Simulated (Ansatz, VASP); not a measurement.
# Zr in VASP and in Ansatz

The input INCAR:

```
SYSTEM = Zr
ALGO = Normal
EDIFF = 1E-6
EDIFFG = -0.01
ENCUT = 600
GGA = PS
IBRION = 2
ISIF = 3
ISMEAR = 0
LASPH = .True.
LCHARG = .False.
LREAL = .False.
LWAVE = .False.
NELM = 60
NSW = 80
PREC = Accurate
SIGMA = 0.1
```

Contents of KPOINTS:

```
k-points
0
Gamma
  12 12 12
  0 0 0
```

File POSCAR:

```
Zr
1.0
    0.0000000000      3.0696243823      3.0696243823
    3.0696243823      0.0000000000      3.0696243823
    3.0696243823      3.0696243823      0.0000000000
Zr
2
Direct
    0.5000000000      0.5000000000      0.5000000000
    0.7500000000      0.7500000000      0.7500000000
```

Input for Ansatz:

```yaml
crystal:
  lattice:
    - [0.0, 3.0696243823, 3.0696243823]
    - [3.0696243823, 0.0, 3.0696243823]
    - [3.0696243823, 3.0696243823, 0.0]
  atoms:
    - { symbol: Zr, position: [0.5, 0.5, 0.5] }
    - { symbol: Zr, position: [0.75, 0.75, 0.75] }
basis:
  ecutwfc: 420
kpoints:
  mp_grid: { grid: [12, 12, 12] }
hamiltonian:
  xc: pbesol
scf:
  occupations: { method: gaussian, width: 0.1 }
output:
  forces: true
  stress: true
  eigenvalues: true
  write_density: true
  write_potential: true
  elf: true
  volumetric_format: npy
relax:
  adjacent_minimum: "off"
  f_tol: 0.01
  max_steps: 60
  cell: { stress_tol: 0.1 }
```

Alike in both runs: task relaxation of cell and atoms; functional PBEsol; k mesh 12 × 12 × 12; occupations gaussian, width 0.1 eV; no spin polarisation.

```csv
,VASP,Ansatz
version,VASP 6.6.1,Ansatz 0.2.0
potentials or method,"VASP PAW PBE potentials, release 64 (Zr_sv), cutoff 600 eV","scalar-relativistic, plane waves, PAW"
valence electrons in the cell,24,24
```

VASP gave:

| Item | Value |
| --- | --- |
| gap on the k mesh at the Fermi level, each at its own relaxed structure (eV) | none |
| relaxed volume (Å³/atom) | 29.02 |
| relaxed length of the cell vector where the two differ most in proportion (Å) | 4.346 |

Q: Estimate Ansatz's values.

A: gap on the k mesh at the Fermi level, each at its own relaxed structure (eV): none; relaxed volume (Å³/atom): 28.92; relaxed length of the cell vector where the two differ most in proportion (Å): 4.341.

VASP's potentials were made for PBE, not for PBEsol. A gap of «none» marks a metal or a gap that the smearing closes.
